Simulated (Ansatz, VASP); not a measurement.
**One calculation of Bi, two programs**

INCAR

```
SYSTEM = Bi
PREC = Accurate
ENCUT = 520
EDIFF = 1E-6
ISMEAR = -1
SIGMA = 0.03
LREAL = .FALSE.
LASPH = .TRUE.
NELM = 80
ALGO = Normal
ISIF = 2
LWAVE = .FALSE.
LCHARG = .FALSE.
GGA = PS
NBANDS = 22
```

KPOINTS

```
regular mesh
0
G
  9 9 3
  0 0 0
```

Contents of POSCAR:

```
Bi
1.0
    4.6751703087      0.0000000000      0.0000000000
   -2.3375851544      4.0488162544      0.0000000000
    0.0000000000      0.0000000000     11.8290000000
Bi
2
Direct
    0.3333333333      0.6666666667      0.2500000000
    0.6666666667      0.3333333333      0.7500000000
```

Input for Ansatz:

```yaml
crystal:
  lattice:
    - [4.6751703087, 0.0, 0.0]
    - [-2.3375851544, 4.0488162544, 0.0]
    - [0.0, 0.0, 11.829]
  atoms:
    - { symbol: Bi, position: [0.3333333333, 0.6666666667, 0.25] }
    - { symbol: Bi, position: [0.6666666667, 0.3333333333, 0.75] }
kpoints:
  mp_grid: { grid: [9, 9, 3] }
  band_path:
    path:
      - [0.0, 0.0, 0.0]
      - [0.5, 0.0, 0.0]
      - [0.3333333333, 0.3333333333, 0.0]
      - [0.0, 0.0, 0.0]
      - [0.0, 0.0, 0.5]
      - [0.5, 0.0, 0.5]
      - [0.3333333333, 0.3333333333, 0.5]
      - [0.0, 0.0, 0.5]
      - [0.5, 0.0, 0.5]
    npoints: 5
scf:
  occupations: { method: fermi_dirac, width: 0.03 }
hamiltonian:
  xc: pbesol
  pseudopotentials: { kind: all_electron, lapw: { basis_error: 0.0005 } }
output:
  forces: true
  stress: true
  eigenvalues: true
```

Change from the starting cell: equal xx and yy strain of +3 %.

Alike in both runs: task single point; functional PBEsol; k mesh 9 × 9 × 3; occupations fermi-dirac, width 0.03 eV; no spin polarisation.

|  | VASP | Ansatz |
| --- | --- | --- |
| version | VASP 6.6.1 | Ansatz 0.2.0 |
| potentials or method | VASP PAW PBE potentials, release 64 (Bi_d), cutoff 520 eV | all-electron LAPW, scalar-relativistic |

|  | VASP | Ansatz | Ansatz less VASP |
| --- | --- | --- | --- |
| pressure (GPa) | -3.2 | -3.1 | +0.02 |
| traceless stress, the component that is largest in VASP (GPa) | 2.75 | 2.75 | +0.002 |

VASP's potentials were made for PBE, not for PBEsol. Ansatz ran all-electron here, and VASP with PAW potentials.

Neither program's run includes spin-orbit coupling.
